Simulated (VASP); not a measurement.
Write the native input for VASP 6.6.1 that does the following.

```yaml
Task: single point
Functional: LDA
Potentials_or_basis: VASP PAW LDA potentials, release 64 (Li_sv, Pd)
Cutoff: 520 eV
k_mesh: 11 × 11 × 15
Occupations: fermi-dirac, width 0.08 eV
Spin: no spin polarisation
Dipole_correction: no
Further_INCAR_settings: ALGO = Normal; EDIFF = 1e-06; NBANDS = 15
```

The structure of Li2Pd lies in POSCAR:

```
Li2Pd
1.0
    4.1844331826      0.0000000000      0.0000000000
   -2.0922165913      3.6238254366      0.0000000000
    0.0000000000      0.0000000000      2.7319000000
Li Pd
2 1
Direct
    0.3333333333      0.6666666667      0.5000000000
    0.6666666667      0.3333333333      0.5000000000
    0.0000000000      0.0000000000      0.0000000000
```

This cell differs from its parent crystal: equal xx and yy strain of -1 %.

These files were run (other wordings do the same):

INCAR

```
PREC     = Accurate       # precision mode
ENCUT    = 520            # plane-wave cutoff, eV
EDIFF    = 1E-6           # SCF threshold, eV
ISMEAR   = -1             # smearing method
SIGMA    = 0.08           # smearing width, eV
LREAL    = F              # projectors in reciprocal space
LASPH    = T              # aspherical terms in the spheres
NELM     = 60             # most SCF steps
ALGO     = Normal         # electronic algorithm
ISIF     = 2              # what is computed and relaxed
LWAVE    = F              # write WAVECAR
LCHARG   = F              # write CHGCAR
GGA      = CA             # functional
NBANDS   = 15             # bands
```

KPOINTS

```
regular mesh
0
Gamma
  11 11 15
```

Potentials or basis: VASP PAW LDA potentials, release 64 (Li_sv, Pd).

The run is started by

```console
$ cat potpaw_LDA.64/Li_sv/POTCAR potpaw_LDA.64/Pd/POTCAR > POTCAR
$ mpirun -np 1 vasp_std > vasp.out
```

It gave:

```
Band gap on the k mesh : zero (bands 8 and 9 overlap by 2.29 eV)
```

Caveat: the cell differs from its parent crystal (equal xx and yy strain of -1 %).

Wall time 49 s on 1 thread of Intel Xeon 8259CL (shared host), peak memory 0.2 GiB.
